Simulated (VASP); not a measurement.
# Ga2SbP3 (P-3m1) in VASP: notebook

The runs below take Ga2SbP3 through single point, relaxation of cell and atoms, with PBEsol.

Everything below comes from runs of VASP 6.6.1. Logs are shortened: lines on timing, memory, paths and dates and some standing lists are left out, and cuts for length are marked.

### Step 1. The cell of the first run

The structure is trigonal, space group P-3m1 (No. 164). The conventional cell has a = 3.720 Å, b = 3.720 Å, c = 9.036 Å, α = 90.00°, β = 90.00°, γ = 120.00°. Ga (site symmetry 3m) has 6 P at 2.56 to 2.60 Å and 9 Ga at 3.52 to 3.72 Å and 3 Sb at 3.79 Å within 3.8 Å. Sb (site symmetry -3m) has 6 P at 2.71 Å and 6 Sb at 3.72 Å and 6 Ga at 3.79 Å within 3.8 Å. Within 3.4 Å of P (site symmetry 3m) lie 3 Ga at 2.60 Å and 3 Sb at 2.71 Å. P (site symmetry -3m) has 6 Ga at 2.56 Å within 3.4 Å.

### Step 2. Single point, PBEsol

The input, INCAR:

```
SYSTEM = Ga2SbP3
PREC = Accurate ; ENCUT = 520
EDIFF = 1E-6 ; ISMEAR = -1
SIGMA = 0.03 ; LREAL = .False.
LASPH = .True. ; NELM = 60
ALGO = Normal ; ISIF = 2
LWAVE = .False. ; LCHARG = .True.
GGA = PS ; LELF = .True.
LVHAR = .True. ; NBANDS = 32
```

The input, KPOINTS:

```
Automatic mesh
0
Gamma
  6 6 2
  0 0 0
```

The input, POSCAR:

```
Ga2SbP3
1.0
    3.7201335637      0.0000000000      0.0000000000
   -1.8600667819      3.2217301717      0.0000000000
    0.0000000000      0.0000000000      9.0362465125
Ga Sb P
2 1 3
Direct
    0.3333333333      0.6666666667      0.8454511776
    0.6666666667      0.3333333333      0.1545488224
    0.0000000000      0.0000000000      0.5000000000
    0.3333333333      0.6666666667      0.3170525270
    0.6666666667      0.3333333333      0.6829474730
    0.0000000000      0.0000000000      0.0000000000
```

Potentials or basis: VASP PAW PBE potentials, release 64 (Ga_d, Sb, P).

On the command line:

```bash
> cat potpaw_PBE.64/Ga_d/POTCAR potpaw_PBE.64/Sb/POTCAR potpaw_PBE.64/P/POTCAR > POTCAR
> mpirun -np 1 vasp_std > vasp.out
```

OUTCAR:

```text
SYSTEM = Ga2SbP3
   PREC = Accurate
   ENCUT = 520
   EDIFF = 1E-6
   ISMEAR = -1
   LREAL = .False.
   LASPH = .True.
   NELM = 60
   ISIF = 2
   GGA = PS

 ion  position               nearest neighbor table
   1  0.333  0.667  0.845-   6 2.56   6 2.56   6 2.56   5 2.60   5 2.60   5 2.60
   2  0.667  0.333  0.155-   6 2.56   6 2.56   6 2.56   4 2.60   4 2.60   4 2.60
   3  0.000  0.000  0.500-   4 2.71   5 2.71   5 2.71   4 2.71   5 2.71   4 2.71
   4  0.333  0.667  0.317-   2 2.60   2 2.60   2 2.60   3 2.71   3 2.71   3 2.71
   5  0.667  0.333  0.683-   1 2.60   1 2.60   1 2.60   3 2.71   3 2.71   3 2.71
   6  0.000  0.000  0.000-   1 2.56   2 2.56   2 2.56   1 2.56   2 2.56   1 2.56

  LATTYP: Found a hexagonal cell.
 ALAT       =     3.7201335637
 C/A-ratio  =     2.4290113131

  Lattice vectors:

 A1 = (   3.7201335637,   0.0000000000,   0.0000000000)
 A2 = (  -1.8600667819,   3.2217301717,   0.0000000000)
 A3 = (   0.0000000000,   0.0000000000,   9.0362465125)

Analysis of symmetry for initial positions (statically):
=====================================================================
 Subroutine PRICEL returns:
 Original cell was already a primitive cell.

 Routine SETGRP: Setting up the symmetry group for a
 hexagonal supercell.

 Subroutine GETGRP returns: Found 12 space group operations
 (whereof 12 operations were pure point group operations)
 out of a pool of 24 trial point group operations.

The static configuration has the point symmetry D_3d.

Analysis of symmetry for dynamics (positions and initial velocities):
=====================================================================
 Subroutine PRICEL returns:
 Original cell was already a primitive cell.

 Routine SETGRP: Setting up the symmetry group for a
 hexagonal supercell.

 Subroutine GETGRP returns: Found 12 space group operations
 (whereof 12 operations were pure point group operations)
 out of a pool of 24 trial point group operations.

The dynamic configuration has the point symmetry D_3d.

 Subroutine INISYM returns: Found 12 space group operations
 (whereof 12 operations are pure point group operations),
 and found     1 'primitive' translations

----------------------------------------------------------------------------------------

                                     Primitive cell

  volume of cell :     108.3018

  direct lattice vectors                    reciprocal lattice vectors
     3.720133564  0.000000000  0.000000000     0.268807553  0.155196113  0.000000000
    -1.860066782  3.221730172  0.000000000     0.000000000  0.310392226  0.000000000
     0.000000000  0.000000000  9.036246512     0.000000000  0.000000000  0.110665418

  length of vectors
     3.720133564  3.720133564  9.036246512     0.310392226  0.310392226  0.110665418

  position of ions in fractional coordinates (direct lattice)
     0.333333333  0.666666667  0.845451178
     0.666666667  0.333333333  0.154548822
     0.000000000  0.000000000  0.500000000
     0.333333333  0.666666667  0.317052527
     0.666666667  0.333333333  0.682947473
     0.000000000  0.000000000  0.000000000

  ion indices of the primitive-cell ions
   primitive index   ion index
                 1           1
                 2           2
                 3           3
                 4           4
                 5           5
                 6           6

----------------------------------------------------------------------------------------

 KPOINTS: Automatic mesh

Automatic generation of k-mesh.
 Grid dimensions read from file:
 generate k-points for:    6    6    2

 Generating k-lattice:

  Cartesian coordinates                     Fractional coordinates (reciprocal lattice)
     0.044801259  0.025866019  0.000000000     0.166666667 -0.000000000  0.000000000
     0.000000000  0.051732038  0.000000000     0.000000000  0.166666667  0.000000000
     0.000000000  0.000000000  0.055332709     0.000000000  0.000000000  0.500000000

  Length of vectors
     0.051732038  0.051732038  0.055332709

  Shift w.r.t. Gamma in fractional coordinates (k-lattice)
     0.000000000  0.000000000  0.000000000

 Subroutine IBZKPT returns following result:
 ===========================================

 Found     14 irreducible k-points:

 Following reciprocal coordinates:
            Coordinates               Weight
  0.000000  0.000000  0.000000      1.000000
  0.166667  0.000000  0.000000      6.000000
  0.333333  0.000000  0.000000      6.000000
  0.500000 -0.000000  0.000000      3.000000
  0.166667  0.166667  0.000000      6.000000
  0.333333  0.166667  0.000000     12.000000
  0.333333  0.333333  0.000000      2.000000
  0.000000  0.000000  0.500000      1.000000
  0.166667  0.000000  0.500000      6.000000
  0.333333  0.000000  0.500000      6.000000
  0.500000 -0.000000  0.500000      3.000000
  0.166667  0.166667  0.500000      6.000000
  0.333333  0.166667  0.500000     12.000000
  0.333333  0.333333  0.500000      2.000000
   k-points           NKPTS =     14   k-points in BZ     NKDIM =     14   number of bands    NBANDS=     32
   number of dos      NEDOS =    301   number of ions     NIONS =      6
   total plane-waves  NPLWV =  54880
   dimension x,y,z NGX =    28 NGY =   28 NGZ =   70
   dimension x,y,z NGXF=    56 NGYF=   56 NGZF=  140
   ions per type =               2   1   3
   NGX,Y,Z   is equivalent  to a cutoff of  12.51, 12.51, 12.88 a.u.
   NGXF,Y,Z  is equivalent  to a cutoff of  25.03, 25.03, 25.76 a.u.
 SYSTEM =  Ga2SbP3
   PREC   = accura    normal or accurate (medium, high low for compatibility)
   ISTART =      0    job   : 0-new  1-cont  2-samecut
   ICHARG =      2    charge: 1-file 2-atom 10-const
   ISPIN  =      1    spin polarized calculation?
   LNONCOLLINEAR =      F non collinear calculations
   LSORBIT =      F    spin-orbit coupling
   LASPH  =      T    aspherical Exc in radial PAW
   ENCUT  =  520.0 eV  38.22 Ry    6.18 a.u.   6.92  6.92 16.80*2*pi/ulx,y,z
   NELM   =     60;   NELMIN=  2; NELMDL= -5     # of ELM steps
   EDIFF  = 0.1E-05   stopping-criterion for ELM
   LREAL  =      F    real-space projection
   EDIFFG = 0.1E-04   stopping-criterion for IOM
   NSW    =      0    number of steps for IOM
   IBRION =     -1    ionic relax: 0-MD 1-quasi-New 2-CG
   NFREE  =      0    steps in history (QN), initial steepest desc. (CG)
   ISIF   =      2    stress and relaxation
   ISYM   =      2    0-nonsym 1-usesym 2-fastsym
   POTIM  = 0.5000    time-step for ionic-motion
   TEBEG  =    0.0;   TEEND  =   0.0 temperature during run
   PSTRESS=    0.0 pullay stress
   NELECT =      46.0000    total number of electrons
   NUPDOWN=      -1.0000    fix difference up-down
   EMIN   =  10.00;   EMAX   =-10.00  energy-range for DOS
   EFERMI =   0.00;   METHOD = LEGACY
   ISMEAR =    -1;   SIGMA  =   0.03  broadening in eV -4-tet -1-fermi 0-gaus
   EFERMI_NEDOS =   21; number of points for ismear=-14 and -15
   IALGO  =     38    algorithm
   IMIX   =      4    mixing-type and parameters
     AMIX     =   0.40;   BMIX     =  1.00
     AMIX_MAG =   1.60;   BMIX_MAG =  1.00
  volume/ion in A,a.u.               =      18.05       121.81
  Fermi-wavevector in a.u.,A,eV,Ry     =   1.230596  2.325489 20.604209  1.514367
  Thomas-Fermi vector in A             =   2.365438
   LORBIT       =      0    0 simple, 1 ext, 2 COOP (PROOUT), +10 PAW based schemes
   GGA     = PS    functional components
   LHFCALC =     F    Hartree Fock is set to
   AEXX    =    0.0000 exact exchange contribution
   IVDW    =     0    specifies the selected vdW correction
   LEPSILON=     F    determine dielectric tensor
   LRPA    =     F    only Hartree local field effects (RPA)
 non-spin polarized calculation
  energy-cutoff  :      520.00
  volume of cell :      108.30
 maximum number of plane-waves:      2943
 NGX is ok and might be reduce to    28
   NGX = 13   NGY = 13   NGZ = 33

 number of electron      46.0000007 magnetization

 Free energy of the ion-electron system (eV)
  ---------------------------------------------------
  ext. energy  EPLUGINS =         0.00000000
  ---------------------------------------------------
  free energy    TOTEN  =       -28.63414965 eV

  energy without entropy =      -28.62457110  energy(sigma->0) =      -28.62936037

 E-fermi :   7.4590     XC(G=0): -11.0087

 val. band max:        7.4295767151   @ k =   0.1667   0.1667   0.5000
 cond. band min:       7.4664255434   @ k =   0.5000  -0.0000   0.0000
 fundamental gap:      0.0368488283
 Fermi energy:         7.4589626034

 k-point     1 :       0.0000    0.0000    0.0000
  band No.  band energies     occupation
      1      -7.2714      2.00000
      2      -7.2714      2.00000
      3      -7.2463      2.00000
      4      -7.2463      2.00000
      5      -7.2362      2.00000
      6      -7.2226      2.00000
[... 24 lines left out ...]
     31      12.0105      0.00000
     32      13.5214      0.00000

 k-point     2 :       0.1667    0.0000    0.0000
  band No.  band energies     occupation
      1      -7.3101      2.00000
      2      -7.2661      2.00000
      3      -7.2631      2.00000
      4      -7.2428      2.00000
      5      -7.2299      2.00000
      6      -7.2159      2.00000
[... 24 lines left out ...]
     31      12.7437      0.00000
     32      13.3232      0.00000
[... 383 lines left out ...]
     31      12.9324      0.00000
     32      13.6676      0.00000

 k-point    14 :       0.3333    0.3333    0.5000
  band No.  band energies     occupation
      1      -7.3754      2.00000
      2      -7.3061      2.00000
      3      -7.3061      2.00000
      4      -7.2422      2.00000
      5      -7.2090      2.00000
      6      -7.2090      2.00000
[... 24 lines left out ...]
     31      14.1865      0.00000
     32      14.7329      0.00000

------------------------ aborting loop because EDIFF is reached ----------------------------------------

  FORCE on cell =-STRESS in cart. coord.  units (eV):
  Direction    XX          YY          ZZ          XY          YZ          ZX
  --------------------------------------------------------------------------------------
  -------------------------------------------------------------------------------------
  Total        0.0384412      0.0384412      0.0774313     -0.0000000      0.0000000     -0.0000000
  in kB        0.5686844      0.5686844      1.1454899     -0.0000000      0.0000000     -0.0000000
  external PRESSURE =       0.7609529 kB  Pullay stress =       0.0000000 kB

 VOLUME and BASIS-vectors are now :
 -----------------------------------------------------------------------------
  energy-cutoff  :      520.00
  volume of cell :      108.30
      direct lattice vectors                 reciprocal lattice vectors
     3.720133564  0.000000000  0.000000000     0.268807553  0.155196113  0.000000000
    -1.860066782  3.221730172  0.000000000     0.000000000  0.310392226  0.000000000
     0.000000000  0.000000000  9.036246512     0.000000000  0.000000000  0.110665418

 POSITION                                       TOTAL-FORCE (eV/Angst)
 -----------------------------------------------------------------------------------
     -0.00000      2.14782      7.63971        -0.000000      0.000000     -0.000725
      1.86007      1.07391      1.39654         0.000000     -0.000000      0.000725
      0.00000      0.00000      4.51812         0.000000     -0.000000      0.000000
     -0.00000      2.14782      2.86496         0.000000     -0.000000     -0.009057
      1.86007      1.07391      6.17128         0.000000      0.000000      0.009057
      0.00000      0.00000      0.00000         0.000000     -0.000000      0.000000
 -----------------------------------------------------------------------------------
    total drift:                               -0.000000      0.000000      0.000000

  FREE ENERGIE OF THE ION-ELECTRON SYSTEM (eV)
  ---------------------------------------------------
  free  energy   TOTEN  =       -28.6341496524 eV

  energy  without entropy=      -28.6245710957  energy(sigma->0) =      -28.62936037
```

It took 38 s on 1 thread of Intel Xeon Platinum 8375C at 2.90GHz (Ice Lake), shared host; peak memory 0.24 GiB.

Results:

```
Free energy            : -28.6341 eV
Pressure               : 0.1 GPa
Largest force          : 0.009 eV/Å
Band gap on the k mesh : zero (bands 23 and 24 overlap by 1.85 eV)
```

Forces in eV/Å, atoms in the order of the input:
```
Ga   0.000  0.000 -0.001
Ga   0.000  0.000  0.001
Sb   0.000  0.000  0.000
P    0.000  0.000 -0.009
P    0.000  0.000  0.009
P    0.000  0.000  0.000
```

Caveat: the PAW data sets were made with another functional, which shifts forces and pressure a little; spin-orbit coupling is left out, which moves the levels of the heavy elements.

### Step 3. Relaxation of cell and atoms, PBEsol

This run uses another cell than the first one, of 25.45 Å³/atom.

The input, INCAR:

```
ALGO = Normal
EDIFF = 1E-6
EDIFFG = -0.01
ENCUT = 600
GGA = PS
IBRION = 2
ISIF = 3
ISMEAR = -1
LASPH = T
LCHARG = F
LREAL = F
LWAVE = F
NELM = 60
NSW = 100
PREC = Accurate
SIGMA = 0.03
```

The input, KPOINTS:

```
k-points
0
Gamma
  6 6 2
```

The input, POSCAR:

```
Ga2SbP3
1.0
    4.1421245200      0.0000000000      0.0000000000
   -2.0710622600      3.5871850600      0.0000000000
    0.0000000000      0.0000000000     10.2782369700
Ga Sb P
2 1 3
Direct
    0.3333333300      0.6666666700      0.8271350000
    0.6666666700      0.3333333300      0.1728650000
    0.0000000000      0.0000000000      0.5000000000
    0.3333333300      0.6666666700      0.3480920000
    0.6666666700      0.3333333300      0.6519080000
    0.0000000000      0.0000000000      0.0000000000
```

Potentials or basis: VASP PAW PBE potentials, release 64 (Ga_d, Sb, P).

On the command line:

```bash
> cat potpaw_PBE.64/Ga_d/POTCAR potpaw_PBE.64/Sb/POTCAR potpaw_PBE.64/P/POTCAR > POTCAR
> mpirun -np 1 vasp_std > vasp.out
```

It took 9.5 min on 1 thread of Intel Xeon Platinum 8375C at 2.90GHz (Ice Lake), shared host; peak memory 0.38 GiB.

Results (log left out):

- Free energy: -28.6385 eV
- Relaxed volume: 18.06 Å³/atom
- Relaxed cell: a = 3.721 Å, b = 3.721 Å, c = 9.038 Å, α = 90.00°, β = 90.00°, γ = 120.00°
- Space group after relaxing (to 0.1 Å): P-3m1 (No. 164)
- Energy gained by relaxing: 469.3 meV/atom
- Ionic steps: 11
- Pressure after relaxing: 0.0 GPa
- Largest force after relaxing: 0.007 eV/Å
- Band gap on the k mesh: zero (bands 23 and 24 overlap by 1.85 eV)

Forces in eV/Å, atoms in the order of the input:
```
Ga   0.000  0.000  0.007
Ga   0.000  0.000 -0.007
Sb   0.000  0.000  0.000
P    0.000  0.000 -0.004
P    0.000  0.000  0.004
P    0.000  0.000  0.000
```

Step by step:
```
step  energy change (eV)  largest force (eV/Å)  pressure (GPa)  volume (Å³)
   1              0.0000                0.4766          -12.80       152.72
   2             -2.2082                1.7775            0.44       112.03
   3             -2.2083                1.7691            0.35       112.16
   4             -2.5122                1.1974            1.06       109.42
   5             -2.7519                0.2593            3.98       104.27
   6             -2.7653                0.1960           -3.43       112.58
   7             -2.8145                0.0856           -0.17       108.58
   8             -2.8145                0.0899           -0.06       108.50
   9             -2.8156                0.0354           -0.04       108.44
  10             -2.8157                0.0130           -0.01       108.41
  11             -2.8158                0.0067            0.03       108.38
```

Final structure:
```yaml
crystal:
  lattice:
    - [3.72115, 0.00000, 0.00000]
    - [-1.86058, 3.22261, 0.00000]
    - [0.00000, 0.00000, 9.03786]
  atoms:
    - { symbol: Ga, position: [0.33333, 0.66667, 0.84534] }
    - { symbol: Ga, position: [0.66667, 0.33333, 0.15466] }
    - { symbol: Sb, position: [0.00000, 0.00000, 0.50000] }
    - { symbol: P, position: [0.33333, 0.66667, 0.31700] }
    - { symbol: P, position: [0.66667, 0.33333, 0.68300] }
    - { symbol: P, position: [0.00000, 0.00000, 0.00000] }
```

Levels at points of the mesh, in eV from the Fermi level:
```
           k point  band 21  band 22  band 23  band 24  band 25  band 26
(0.00, 0.00, 0.00)    -0.40    -0.40    -0.32     1.88     1.99     1.99
(0.50, 0.00, 0.00)    -2.55    -1.78    -1.62     0.01     0.14     2.54
(0.00, 0.00, 0.50)    -0.36    -0.36     1.41     1.53     1.54     1.54
(0.50, 0.00, 0.50)    -1.90    -1.75    -0.37    -0.33     1.61     1.82
```

Caveat: the volume moved by over 15 % at a fixed basis, so the end points are rough; the PAW data sets were made with another functional, which shifts forces and pressure a little; spin-orbit coupling is left out, which moves the levels of the heavy elements.
